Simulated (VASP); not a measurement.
Crystal: Sn2GeO3.

```
Sn Ge O
1.0
     4.33144    0.00000    0.00000
    -2.16572    3.75113    0.00000
     0.00000    0.00000    6.92708
Sn Ge O
2 1 3
Direct
  0.66667 0.33333 0.74453
  0.33333 0.66667 0.25547
  0.00000 0.00000 0.00000
  0.00000 0.00000 0.50000
  0.66667 0.33333 0.35334
  0.33333 0.66667 0.64666
```

* Program: VASP 6.6.1
* Task: relaxation of cell and atoms
* Functional: PBE
* Potentials or basis: VASP PAW PBE potentials, release 64 (Sn_d, Ge_d, O)
* Cutoff: 600 eV
* k mesh: 6 × 6 × 4
* Occupations: gaussian, width 0.1 eV
* Spin: no spin polarisation

At the start: pressure -15.7 GPa; volume 18.76 Å³/atom.

Question: How do energy, volume and symmetry change on relaxing?

Answer: Over 21 steps the energy falls by 679.5 meV/atom and the volume is 14.53 Å³/atom (-22.5 %); space group P-3m1 (No. 164, to 0.05 Å).

The path:
| step | energy change (eV) | largest force (eV/Å) | pressure (GPa) | volume (Å³) |
| --- | --- | --- | --- | --- |
| 1 | 0.0000 | 3.1782 | -15.74 | 112.55 |
| 2 | -2.9938 | 3.2360 | -2.04 | 85.11 |
| 3 | -3.1439 | 2.6615 | 8.48 | 78.66 |
| 4 | -3.6991 | 1.0714 | 14.32 | 79.01 |
| 5 | -3.7159 | 0.8880 | 13.02 | 78.97 |
| 6 | -3.9932 | 0.6087 | -5.05 | 92.32 |
| 7 | -4.0630 | 0.3573 | -0.57 | 87.73 |
| 8 | -4.0629 | 0.3463 | -0.36 | 87.55 |
| 9 | -4.0713 | 0.1003 | 0.21 | 87.80 |
| 10 | -4.0713 | 0.1101 | 0.19 | 87.82 |
| 11 | -4.0723 | 0.0536 | -0.12 | 88.09 |
| 12 | -4.0724 | 0.0227 | -0.32 | 88.23 |
| 13 | -4.0732 | 0.0534 | -0.11 | 88.03 |
| 14 | -4.0734 | 0.0948 | 0.11 | 87.82 |
| 15 | -4.0740 | 0.0588 | 0.06 | 87.75 |
| 16 | -4.0748 | 0.0997 | -0.16 | 87.59 |
| 17 | -4.0753 | 0.0867 | 0.01 | 87.50 |
| 18 | -4.0763 | 0.0428 | 0.24 | 87.21 |
| 19 | -4.0749 | 0.0747 | 0.99 | 86.61 |
| 20 | -4.0765 | 0.0222 | 0.44 | 87.07 |
| 21 | -4.0771 | 0.0090 | 0.31 | 87.21 |

Final structure:
```cif
data_structure
_symmetry_space_group_name_H-M 'P 1'
_symmetry_Int_Tables_number 1
_cell_length_a 4.1408
_cell_length_b 4.1408
_cell_length_c 5.8728
_cell_angle_alpha 90.000
_cell_angle_beta 90.000
_cell_angle_gamma 120.000
_cell_volume 87.21
loop_
_atom_site_label
_atom_site_type_symbol
_atom_site_fract_x
_atom_site_fract_y
_atom_site_fract_z
_atom_site_occupancy
Sn1 Sn 0.66667 0.33333 0.68149 1
Sn2 Sn 0.33333 0.66667 0.31851 1
Ge1 Ge 0.00000 0.00000 0.00000 1
O1 O 0.00000 0.00000 0.50000 1
O2 O 0.66667 0.33333 0.32763 1
O3 O 0.33333 0.66667 0.67237 1
```

Caveat: the volume moved by over 15 % at a fixed basis, so the end points are rough.
